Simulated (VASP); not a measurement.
Input of a VASP 6.6.1 run:

The input INCAR:

```
SYSTEM = Si4P
ALGO     = Normal         ! electronic algorithm
EDIFF    = 1E-6           ! SCF threshold, eV
EDIFFG   = -0.04          ! ionic threshold
ENCUT    = 600            ! plane-wave cutoff, eV
GGA      = PE             ! functional
IBRION   = 2              ! ionic algorithm
ISIF     = 3              ! what is computed and relaxed
ISMEAR   = 0              ! smearing method
LASPH    = .TRUE.         ! aspherical terms in the spheres
LCHARG   = .FALSE.        ! write CHGCAR
LREAL    = .FALSE.        ! projectors in reciprocal space
LWAVE    = .FALSE.        ! write WAVECAR
NELM     = 80             ! most SCF steps
NSW      = 90             ! ionic steps
PREC     = Accurate       ! precision mode
SIGMA    = 0.1            ! smearing width, eV
```

The input KPOINTS:

```
k-points
0
G
  4 4 4
  0 0 0
```

Contents of POSCAR:

```
Si4P
1.0
    4.3798849900      0.0000000000      0.0000000000
    0.0000000000      4.3798849900      0.0000000000
    0.0000000000      0.0000000000      4.3798849900
Si P
4 1
Direct
    0.5000000000      0.0000000000      0.0000000000
    0.0000000000      0.5000000000      0.0000000000
    0.0000000000      0.0000000000      0.5000000000
    0.0000000000      0.0000000000      0.0000000000
    0.5000000000      0.5000000000      0.5000000000
```

Potentials or basis: VASP PAW PBE potentials, release 64 (Si, P).

Run with:

```sh
$ cat potpaw_PBE.64/Si/POTCAR potpaw_PBE.64/P/POTCAR > POTCAR
$ mpirun -np 1 vasp_std > vasp.out
```

Estimate the band gap on the k mesh.

zero (an odd number of electrons rules out a gap without spin polarisation).

Estimate the space group after relaxing (to 0.1 Å).

Pm-3m (No. 221).

What does it give for the relaxed volume?

19.50 Å³/atom.

Step by step:
| step | energy change (eV) | largest force (eV/Å) | pressure (GPa) | volume (Å³) |
| --- | --- | --- | --- | --- |
| 1 | 0.0000 | 0.0000 | 13.80 | 84.02 |
| 2 | -0.4594 | 0.0000 | -3.31 | 102.88 |
| 3 | -0.5180 | 0.0000 | 0.00 | 97.48 |

Caveat: the volume moved by over 15 % at a fixed basis, so the end points are rough.
